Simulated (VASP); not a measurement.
**CuAu: single point with HF**

CuAu:

```xyz
2
Lattice="2.9684 0.0000 0.0000 0.0000 2.9684 0.0000 0.0000 0.0000 3.9618" Properties=species:S:1:pos:R:3 pbc="T T T"
Au    0.0000    0.0000    0.0000
Cu    1.4842    1.4842    1.9809
```

```json
{
 "Program": "VASP 6.6.1",
 "Task": "single point",
 "Functional": "HF",
 "Potentials or basis": "VASP PAW PBE potentials, release 64 (Au, Cu)",
 "Cutoff": "520 eV",
 "k mesh": "5 × 5 × 4",
 "Occupations": "fermi-dirac, width 0.05 eV",
 "Spin": "no spin polarisation"
}
```

```yaml
Pressure: -0.8 GPa
Band_gap_on_the_k_mesh: zero (bands 11 and 12 overlap by 11.78 eV)
```

Levels at points of the mesh, in eV from the Fermi level:
| k point | band 9 | band 10 | band 11 | band 12 | band 13 | band 14 |
| --- | --- | --- | --- | --- | --- | --- |
| (0.00, 0.00, 0.00) | -7.73 | -7.52 | -7.52 | 5.85 | 11.96 | 15.47 |
| (0.00, 0.00, 0.50) | -8.59 | -7.92 | -7.42 | -6.45 | 19.79 | 19.80 |

Run time: 45 min on 1 thread of Intel(R) Xeon(R) Platinum 8259CL CPU @ 2.50GHz (Skylake/Cascade Lake) (shared host), peak memory 0.17 GiB.

Caveat: the k points lie up to 0.42 Å⁻¹ apart, too coarse for converged energies and pressures of a metal; the PAW data sets were made with another functional, which shifts forces and pressure a little; spin-orbit coupling is left out, which moves the levels of the heavy elements.
